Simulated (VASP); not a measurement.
A run of VASP 6.6.1 is set up as follows.

INCAR

```
  ALGO = Normal
  EDIFF = 1E-7
  EDIFFG = -0.005
  ENCUT = 600
  GGA = PS
  IBRION = 2
  ISIF = 3
  ISMEAR = 0
  LASPH = True
  LCHARG = False
  LREAL = False
  LWAVE = False
  NELM = 60
  NSW = 100
  PREC = Accurate
  SIGMA = 0.02
```

File KPOINTS:

```
k-points
0
Gamma
  6 6 6
```

Contents of POSCAR:

```
TePb
1.0
    0.0000000000      3.2708968051      3.2708968051
    3.2708968051      0.0000000000      3.2708968051
    3.2708968051      3.2708968051      0.0000000000
Te Pb
1 1
Direct
    0.0000000000      0.0000000000      0.0000000000
    0.5000000000      0.5000000000      0.5000000000
```

Potentials or basis: VASP PAW PBE potentials, release 64 (Te, Pb_d).

Launch:

```bash
$ cat potpaw_PBE.64/Te/POTCAR potpaw_PBE.64/Pb_d/POTCAR > POTCAR
$ mpirun -np 1 vasp_std > vasp.out
```

**Question.** Estimate the band gap on the k mesh.

**Answer.** 0.65 eV, direct.

**Question.** Predict the relaxed volume.

**Answer.** 33.45 Å³/atom.

**Question.** What does it give for the space group after relaxing (to 0.05 Å)?

**Answer.** Fm-3m (No. 225).

The path:
| step | energy change (eV) | largest force (eV/Å) | pressure (GPa) | volume (Å³) |
| --- | --- | --- | --- | --- |
| 1 | 0.0000 | 0.0000 | -1.84 | 69.99 |
| 2 | -0.0168 | 0.0000 | 0.63 | 66.00 |
| 3 | -0.0185 | 0.0000 | 0.00 | 66.90 |

Caveat: the PAW data sets were made with another functional, which shifts forces and pressure a little; spin-orbit coupling is left out, which moves the levels of the heavy elements. A k mesh can miss the band edges.
